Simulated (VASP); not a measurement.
# In2O3 (R-3c) in VASP: notebook, part 2 of 2

VASP 6.6.1.

### 3 Single point, PBEsol

INCAR

```
PREC     = Accurate       # precision mode
ENCUT    = 520            # plane-wave cutoff, eV
EDIFF    = 1E-6           # SCF threshold, eV
ISMEAR   = 0              # smearing method
SIGMA    = 0.02           # smearing width, eV
LREAL    = Auto         
LASPH    = T              # aspherical terms in the spheres
NELM     = 80             # most SCF steps
ALGO     = Normal         # electronic algorithm
ISIF     = 2              # what is computed and relaxed
LWAVE    = F              # write WAVECAR
LCHARG   = T              # write CHGCAR
GGA      = PS             # functional
LELF     = T              # ELF
LVHAR    = T            
NBANDS   = 202            # bands
```

KPOINTS

```
Automatic mesh
0
Gamma
  2 2 2
  0.5 0.5 0.5
```

POSCAR

```
In2O3
1.0
   -5.5124373314     -3.1826071772      4.8456979698
    5.5124373314     -3.1826071772      4.8456979698
    0.0000000000      6.3652143544      4.8456979698
In O
16 24
Direct
    0.6425528060      0.6425528060      0.6425528060
    0.1425528060      0.1425528060      0.6425528060
    0.1425528060      0.6425528060      0.1425528060
    0.6425528060      0.1425528060      0.1425528060
    0.8574471940      0.8574471940      0.8574471940
    0.3574471940      0.3574471940      0.8574471940
    0.3574471940      0.8574471940      0.3574471940
    0.8574471940      0.3574471940      0.3574471940
    0.3574471940      0.3574471940      0.3574471940
    0.8574471940      0.8574471940      0.3574471940
    0.8574471940      0.3574471940      0.8574471940
    0.3574471940      0.8574471940      0.8574471940
    0.1425528060      0.1425528060      0.1425528060
    0.6425528060      0.6425528060      0.1425528060
    0.6425528060      0.1425528060      0.6425528060
    0.1425528060      0.6425528060      0.6425528060
    0.6020722249      0.2500000000      0.3979277751
    0.1020722249      0.7500000000      0.3979277751
    0.1020722249      0.2500000000      0.8979277751
    0.6020722249      0.7500000000      0.8979277751
    0.2500000000      0.3979277751      0.6020722249
    0.7500000000      0.8979277751      0.6020722249
    0.7500000000      0.3979277751      0.1020722249
    0.2500000000      0.8979277751      0.1020722249
    0.3979277751      0.6020722249      0.2500000000
    0.8979277751      0.1020722249      0.2500000000
    0.8979277751      0.6020722249      0.7500000000
    0.3979277751      0.1020722249      0.7500000000
    0.3979277751      0.7500000000      0.6020722249
    0.8979277751      0.2500000000      0.6020722249
    0.8979277751      0.7500000000      0.1020722249
    0.3979277751      0.2500000000      0.1020722249
    0.6020722249      0.3979277751      0.7500000000
    0.1020722249      0.8979277751      0.7500000000
    0.1020722249      0.3979277751      0.2500000000
    0.6020722249      0.8979277751      0.2500000000
    0.7500000000      0.6020722249      0.3979277751
    0.2500000000      0.1020722249      0.3979277751
    0.2500000000      0.6020722249      0.8979277751
    0.7500000000      0.1020722249      0.8979277751
```

Potentials or basis: VASP PAW PBE potentials, release 64 (In_d, O).

Started as:

```sh
cat potpaw_PBE.64/In_d/POTCAR potpaw_PBE.64/O/POTCAR > POTCAR
mpirun -np 1 vasp_std > vasp.out
```

OUTCAR:

```text
PREC = Accurate
   ENCUT = 520
   EDIFF = 1E-6
   ISMEAR = 0
   LREAL = Auto
   LASPH = T
   NELM = 80
   ISIF = 2
   GGA = PS

 ion  position               nearest neighbor table
   1  0.643  0.643  0.643-  29 2.13  33 2.13  37 2.13  27 2.26  20 2.26  22 2.26   5 3.12  11 3.26
                            12 3.26  10 3.26   8 3.62   7 3.62   6 3.62  15 4.00  16 4.00  15 4.00
   2  0.143  0.143  0.643-  30 2.13  34 2.13  38 2.13  28 2.26  19 2.26  21 2.26   6 3.12  11 3.26
                            12 3.26   9 3.26   8 3.62   7 3.62   5 3.62  15 4.00  16 4.00  16 4.00
   3  0.143  0.643  0.143-  31 2.13  35 2.13  39 2.13  25 2.26  18 2.26  24 2.26   7 3.12   9 3.26
                            10 3.26  12 3.26   5 3.62   6 3.62   8 3.62  13 4.00  14 4.00  13 4.00
   4  0.643  0.143  0.143-  32 2.13  36 2.13  40 2.13  26 2.26  17 2.26  23 2.26   8 3.12   9 3.26
                            10 3.26  11 3.26   5 3.62   6 3.62   7 3.62  13 4.00  14 4.00  14 4.00
   5  0.857  0.857  0.857-  40 2.13  34 2.13  31 2.13  27 2.26  20 2.26  22 2.26   1 3.12  15 3.26
                            16 3.26  14 3.26   4 3.62   3 3.62   2 3.62  12 4.00  11 4.00  11 4.00
   6  0.357  0.357  0.857-  39 2.13  33 2.13  32 2.13  28 2.26  19 2.26  21 2.26   2 3.12  15 3.26
                            16 3.26  13 3.26   4 3.62   3 3.62   1 3.62  12 4.00  11 4.00  12 4.00
   7  0.357  0.857  0.357-  38 2.13  36 2.13  29 2.13  25 2.26  18 2.26  24 2.26   3 3.12  13 3.26
                            14 3.26  16 3.26   1 3.62   2 3.62   4 3.62  10 4.00   9 4.00   9 4.00
   8  0.857  0.357  0.357-  37 2.13  35 2.13  30 2.13  26 2.26  17 2.26  23 2.26   4 3.12  13 3.26
                            14 3.26  15 3.26   1 3.62   2 3.62   3 3.62  10 4.00   9 4.00  10 4.00
   9  0.357  0.357  0.357-  17 2.13  25 2.13  21 2.13  35 2.26  32 2.26  38 2.26  13 3.12   4 3.26
[... 46 lines left out ...]
 A1 = (  -5.5124373314,  -3.1826071772,   4.8456979698)
 A2 = (   5.5124373314,  -3.1826071772,   4.8456979698)
 A3 = (   0.0000000000,   6.3652143544,   4.8456979698)

Analysis of symmetry for initial positions (statically):
=====================================================================
 Subroutine PRICEL returns following result:

  LATTYP: Found a trigonal (rhomboedric) cell.
 ALAT       =     5.7973940058
 COS(alpha) =     0.5479445594

  Lattice vectors:

 A1 = (   0.0000000000,  -3.1826071772,   4.8456979698)
 A2 = (   2.7562186657,   1.5913035886,   4.8456979698)
 A3 = (  -2.7562186657,   1.5913035886,   4.8456979698)

   4 primitive cells build up your supercell.

 Routine SETGRP: Setting up the symmetry group for a
 trigonal (rhombohedral) supercell.

 Subroutine GETGRP returns: Found 12 space group operations
 (whereof  6 operations were pure point group operations)
 out of a pool of 12 trial point group operations.

The static configuration has the point symmetry S_6 .
 The point group associated with its full space group is D_3d.

Analysis of symmetry for dynamics (positions and initial velocities):
=====================================================================
 Subroutine PRICEL returns following result:

  LATTYP: Found a trigonal (rhomboedric) cell.
 ALAT       =     5.7973940058
 COS(alpha) =     0.5479445594

  Lattice vectors:

 A1 = (   0.0000000000,  -3.1826071772,   4.8456979698)
 A2 = (   2.7562186657,   1.5913035886,   4.8456979698)
 A3 = (  -2.7562186657,   1.5913035886,   4.8456979698)

   4 primitive cells build up your supercell.

 Routine SETGRP: Setting up the symmetry group for a
 trigonal (rhombohedral) supercell.

 Subroutine GETGRP returns: Found 12 space group operations
[... 87 lines left out ...]
 SYSTEM =  unknown system
   PREC   = accura    normal or accurate (medium, high low for compatibility)
   ISTART =      0    job   : 0-new  1-cont  2-samecut
   ICHARG =      2    charge: 1-file 2-atom 10-const
   ISPIN  =      1    spin polarized calculation?
   LNONCOLLINEAR =      F non collinear calculations
   LSORBIT =      F    spin-orbit coupling
   LASPH  =      T    aspherical Exc in radial PAW
   ENCUT  =  520.0 eV  38.22 Ry    6.18 a.u.  14.87 14.87 14.87*2*pi/ulx,y,z
   NELM   =     80;   NELMIN=  2; NELMDL= -5     # of ELM steps
   EDIFF  = 0.1E-05   stopping-criterion for ELM
   LREAL  =      T    real-space projection
   EDIFFG = 0.1E-04   stopping-criterion for IOM
   NSW    =      0    number of steps for IOM
   IBRION =     -1    ionic relax: 0-MD 1-quasi-New 2-CG
   NFREE  =      0    steps in history (QN), initial steepest desc. (CG)
   ISIF   =      2    stress and relaxation
   ISYM   =      2    0-nonsym 1-usesym 2-fastsym
   POTIM  = 0.5000    time-step for ionic-motion
   TEBEG  =    0.0;   TEEND  =   0.0 temperature during run
   PSTRESS=    0.0 pullay stress
   NELECT =     352.0000    total number of electrons
   NUPDOWN=      -1.0000    fix difference up-down
   EMIN   =  10.00;   EMAX   =-10.00  energy-range for DOS
   EFERMI =   0.00;   METHOD = LEGACY
   ISMEAR =     0;   SIGMA  =   0.02  broadening in eV -4-tet -1-fermi 0-gaus
   EFERMI_NEDOS =   21; number of points for ismear=-14 and -15
   IALGO  =     38    algorithm
   IMIX   =      4    mixing-type and parameters
     AMIX     =   0.40;   BMIX     =  1.00
     AMIX_MAG =   1.60;   BMIX_MAG =  1.00
  volume/ion in A,a.u.               =      12.75        86.05
  Fermi-wavevector in a.u.,A,eV,Ry     =   1.446697  2.733861 28.476077  2.092933
  Thomas-Fermi vector in A             =   2.564736
   LORBIT       =      0    0 simple, 1 ext, 2 COOP (PROOUT), +10 PAW based schemes
   GGA     = PS    functional components
   LHFCALC =     F    Hartree Fock is set to
   AEXX    =    0.0000 exact exchange contribution
   IVDW    =     0    specifies the selected vdW correction
   LEPSILON=     F    determine dielectric tensor
   LRPA    =     F    only Hartree local field effects (RPA)
 non-spin polarized calculation
 Gauss-broadening in eV      SIGMA  =   0.02
  energy-cutoff  :      520.00
  volume of cell :      510.08
 maximum number of plane-waves:     13738
   NGX = 29   NGY = 29   NGZ = 29

 number of electron     352.0000149 magnetization

 Free energy of the ion-electron system (eV)
  ---------------------------------------------------
  ext. energy  EPLUGINS =         0.00000000
  ---------------------------------------------------
  free energy    TOTEN  =      -237.61421991 eV

  energy without entropy =     -237.61421991  energy(sigma->0) =     -237.61421991

 E-fermi :   5.4947     XC(G=0): -11.4510

 val. band max:        5.3419157141   @ k =  -0.2500   0.2500   0.2500
 cond. band min:       7.8716811275   @ k =   0.2500   0.2500   0.2500
 fundamental gap:      2.5297654134
 Fermi energy:         5.4947492797

 k-point     1 :       0.2500    0.2500    0.2500
  band No.  band energies     occupation
      1     -12.0314      2.00000
      2     -11.7171      2.00000
      3     -11.7171      2.00000
      4     -11.7171      2.00000
      5     -11.4971      2.00000
      6     -11.4971      2.00000
[... 180 lines left out ...]
    187      10.9201      0.00000
    188      11.5640      0.00000

 k-point     2 :      -0.2500    0.2500    0.2500
  band No.  band energies     occupation
      1     -12.0207      2.00000
      2     -11.7324      2.00000
      3     -11.7277      2.00000
      4     -11.7277      2.00000
      5     -11.4903      2.00000
      6     -11.4845      2.00000
[... 180 lines left out ...]
    187      11.2506      0.00000
    188      11.3679      0.00000
 [bands above 188 left out]

------------------------ aborting loop because EDIFF is reached ----------------------------------------

  FORCE on cell =-STRESS in cart. coord.  units (eV):
  Direction    XX          YY          ZZ          XY          YZ          ZX
  --------------------------------------------------------------------------------------
  -------------------------------------------------------------------------------------
  Total        1.4631722      1.4631722      1.0980925     -0.0000000      0.0000000      0.0000000
  in kB        4.5959123      4.5959123      3.4491750     -0.0000000      0.0000000      0.0000000
  external PRESSURE =       4.2136666 kB  Pullay stress =       0.0000000 kB

 VOLUME and BASIS-vectors are now :
 -----------------------------------------------------------------------------
  energy-cutoff  :      520.00
  volume of cell :      510.08
      direct lattice vectors                 reciprocal lattice vectors
    -5.512437331 -3.182607177  4.845697970    -0.090703979 -0.052367967  0.068789540
     5.512437331 -3.182607177  4.845697970     0.090703979 -0.052367967  0.068789540
     0.000000000  6.365214354  4.845697970     0.000000000  0.104735933  0.068789540

 POSITION                                       TOTAL-FORCE (eV/Angst)
 -----------------------------------------------------------------------------------
      0.00000      0.00000      9.34085         0.000000      0.000000     -0.013299
      0.00000      3.18261      4.49515         0.000000      0.000000     -0.013299
      2.75622     -1.59130      4.49515         0.000000      0.000000     -0.013299
     -2.75622     -1.59130      4.49515         0.000000      0.000000     -0.013299
      0.00000      0.00000     12.46479         0.000000      0.000000      0.013299
      0.00000      3.18261      7.61909         0.000000      0.000000      0.013299
[... 32 lines left out ...]
      1.94078      3.00369      8.47997         0.002615     -0.004529     -0.000000
     -3.57166      3.00369      8.47997         0.002615     -0.004529     -0.000000
 -----------------------------------------------------------------------------------
    total drift:                               -0.000000      0.000000      0.000000

  FREE ENERGIE OF THE ION-ELECTRON SYSTEM (eV)
  ---------------------------------------------------
  free  energy   TOTEN  =      -237.6142199051 eV

  energy  without entropy=     -237.6142199051  energy(sigma->0) =     -237.61421991
```

It took 4.9 min on 1 thread of AMD EPYC 7R13 (Zen 3), shared host; peak memory 0.51 GiB.

What came out:

* Free energy: -237.6142 eV
* Pressure: 0.4 GPa
* Largest force: 0.013 eV/Å
* Band gap on the k mesh: 2.53 eV

Forces in eV/Å, atoms in the order of the input:
```
In   0.000  0.000 -0.013
In   0.000  0.000 -0.013
In   0.000  0.000 -0.013
In   0.000  0.000 -0.013
In   0.000  0.000  0.013
In   0.000  0.000  0.013
In   0.000  0.000  0.013
In   0.000  0.000  0.013
In   0.000  0.000  0.013
In   0.000  0.000  0.013
In   0.000  0.000  0.013
In   0.000  0.000  0.013
In   0.000  0.000 -0.013
In   0.000  0.000 -0.013
In   0.000  0.000 -0.013
In   0.000  0.000 -0.013
O   -0.003 -0.005  0.000
O   -0.003 -0.005  0.000
O   -0.003 -0.005  0.000
O   -0.003 -0.005  0.000
O   -0.003  0.005  0.000
O   -0.003  0.005  0.000
O   -0.003  0.005  0.000
O   -0.003  0.005  0.000
O    0.005  0.000  0.000
O    0.005  0.000  0.000
O    0.005  0.000  0.000
O    0.005  0.000  0.000
O    0.003  0.005  0.000
O    0.003  0.005  0.000
O    0.003  0.005  0.000
O    0.003  0.005  0.000
O   -0.005  0.000  0.000
O   -0.005  0.000  0.000
O   -0.005  0.000  0.000
O   -0.005  0.000  0.000
O    0.003 -0.005  0.000
O    0.003 -0.005  0.000
O    0.003 -0.005  0.000
O    0.003 -0.005  0.000
```

Stress tensor (GPa, compression positive):
```
0.46 0.00 0.00
0.00 0.46 0.00
0.00 0.00 0.34
```

Caveat: the PAW data sets were made with another functional, which shifts forces and pressure a little; spin-orbit coupling is left out, which moves the levels of the heavy elements; a shifted mesh leaves out Γ, where band edges can lie. A k mesh can miss the band edges.
